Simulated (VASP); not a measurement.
## GaSb: single point with LDA

Crystal: GaSb.

```
CELL_PARAMETERS angstrom
0.00000 3.02439 3.02439
3.02439 0.00000 3.02439
3.02439 3.02439 0.00000
ATOMIC_POSITIONS crystal
Ga 0.00000 0.00000 0.00000
Sb 0.25000 0.25000 0.25000
```

| Item | Value |
| --- | --- |
| Program | VASP 6.6.1 |
| Task | single point |
| Functional | LDA |
| Potentials or basis | VASP PAW LDA potentials, release 64 (Ga_d, Sb) |
| Cutoff | 520 eV |
| k mesh | 12 × 12 × 12 |
| Occupations | gaussian, width 0.1 eV |
| Spin | no spin polarisation |
| Dipole correction | no |
| Further INCAR settings | ALGO = Normal; EDIFF = 1e-06; NBANDS = 16 |

```json
{
  "Pressure": "0.2 GPa"
}
```

Levels at points of the mesh, in eV from the Fermi level:
```tsv
k point	band 6	band 7	band 8	band 9	band 10	band 11	band 12	band 13
(0.00, 0.00, 0.00)	-11.85	-0.09	-0.09	-0.09	0.03	2.65	2.65	2.65
(0.50, 0.00, 0.00)	-10.14	-6.67	-1.30	-1.30	0.28	3.63	3.63	6.20
(0.50, 0.50, 0.00)	-9.26	-7.10	-2.79	-2.79	0.71	1.01	8.71	8.71
```

Run time: 15 s on 1 thread of Intel(R) Xeon(R) 6975P-C (Granite Rapids), with other jobs on the host, peak memory 0.2 GiB.

Caveat: spin-orbit coupling is left out, which moves the levels of the heavy elements.
